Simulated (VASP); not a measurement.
# BaTiO3: electric field gradients with PBE

BaTiO3:

```xyz
5
Lattice="3.9457 0.0000 0.0000 0.0000 3.9457 0.0000 0.0000 0.0000 3.9637" Properties=species:S:1:pos:R:3 pbc="T T T"
Ba    0.0000    0.0000    0.0000
Ti    1.9729    1.9729    1.9105
O     1.9729    1.9729    0.0634
O     1.9729    0.0000    2.0413
O     0.0000    1.9729    2.0413
```

* Program: VASP 6.6.1
* Task: electric field gradients
* Functional: PBE
* Potentials or basis: VASP PAW PBE potentials, release 64 (Ba_sv, Ti_sv, O)
* Cutoff: 520 eV
* k mesh: 7 × 7 × 7
* Occupations: fermi-dirac, width 0.08 eV
* Spin: no spin polarisation
* Dipole correction: no
* Further INCAR settings: ALGO = Normal; EDIFF = 1e-08; NBANDS = 28

```yaml
Pressure: 12.4 GPa
Largest_force: 0.327 eV/Å
Band_gap_on_the_k_mesh: 1.96 eV (least direct gap 2.16 eV)
Largest_electric_field_gradient_by_atom: Ba -4.5; Ti -2.0; O +12.8, +23.9 (each value once) V/Å²
```

Forces on the atoms (eV/Å):
```
Ba   0.000  0.000 -0.043
Ti   0.000  0.000  0.327
O    0.000  0.000 -0.011
O    0.000  0.000 -0.137
O    0.000  0.000 -0.137
```

Stress tensor (GPa, compression positive):
```
11.81  0.00  0.00
 0.00 11.81  0.00
 0.00  0.00 13.69
```

Levels at points of the mesh, in eV from the valence-band top:
| k point | band 16 | band 17 | band 18 | band 19 | band 20 | band 21 | band 22 | band 23 | band 24 | band 25 |
| --- | --- | --- | --- | --- | --- | --- | --- | --- | --- | --- |
| (0.00, 0.00, 0.00) | -1.25 | -1.11 | -0.22 | -0.20 | -0.20 | 1.96 | 2.27 | 2.27 | 4.38 | 4.51 |

Electric field gradients, principal values (V/Å²):
```
atom    least   middle  greatest (by size)
1 Ba    2.231    2.231              -4.462
2 Ti    0.988    0.988              -1.976
 3 O   -6.379   -6.379              12.758
 4 O  -11.430  -12.506              23.936
 5 O  -11.430  -12.506              23.936
```

Wall time 43 s on 1 thread of Intel(R) Xeon(R) 6975P-C (Granite Rapids) (shared host), peak memory 0.21 GiB.

Caveat: the cell stands under pressure; without QUAD_EFG the Cq values of the log hold for a quadrupole moment of 1 mb, not for the nuclei; spin-orbit coupling is left out, which moves the levels of the heavy elements; an odd mesh through Γ misses points on the zone boundary, where band edges can lie.
